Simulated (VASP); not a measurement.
Write the native input for VASP 6.6.1 that does the following.

| Property | Result |
| --- | --- |
| Task | single point |
| Functional | LDA |
| Potentials or basis | VASP PAW LDA potentials, release 64 (Sr_sv, Mg) |
| Cutoff | 520 eV |
| k mesh | 12 × 12 × 12 |
| Occupations | gaussian, width 0.15 eV |
| Spin | no spin polarisation |
| Dipole correction | no |
| Further INCAR settings | ALGO = Normal; EDIFF = 1e-06; NBANDS = 13 |

The structure of SrMg lies in POSCAR:

```
SrMg
1.0
    3.9000000000      0.0000000000      0.0000000000
    0.0000000000      3.9000000000      0.0000000000
    0.0000000000      0.0000000000      3.9000000000
Sr Mg
1 1
Direct
    0.5000000000      0.5000000000      0.5000000000
    0.0000000000      0.0000000000      0.0000000000
```

The input as run:

INCAR

```
SYSTEM = SrMg
ALGO = Normal
EDIFF = 1E-6
ENCUT = 520
ISIF = 2
ISMEAR = 0
LASPH = .TRUE.
LCHARG = .FALSE.
LREAL = .FALSE.
LWAVE = .FALSE.
NBANDS = 13
NELM = 80
PREC = Accurate
SIGMA = 0.15
```

KPOINTS

```
k-points
0
G
  12 12 12
  0 0 0
```

Potentials or basis: VASP PAW LDA potentials, release 64 (Sr_sv, Mg).

Launch:

```console
$ cat potpaw_LDA.64/Sr_sv/POTCAR potpaw_LDA.64/Mg/POTCAR > POTCAR
$ mpirun -np 1 vasp_std > vasp.out
```

It gave:

The pressure is 3.3 GPa and the band gap on the k mesh is zero (bands 6 and 7 overlap by 1.45 eV).

Caveat: the cell stands under pressure.

Wall time 78 s on 1 thread of Intel Xeon 8259CL, with other jobs on the host, peak memory 0.2 GiB.
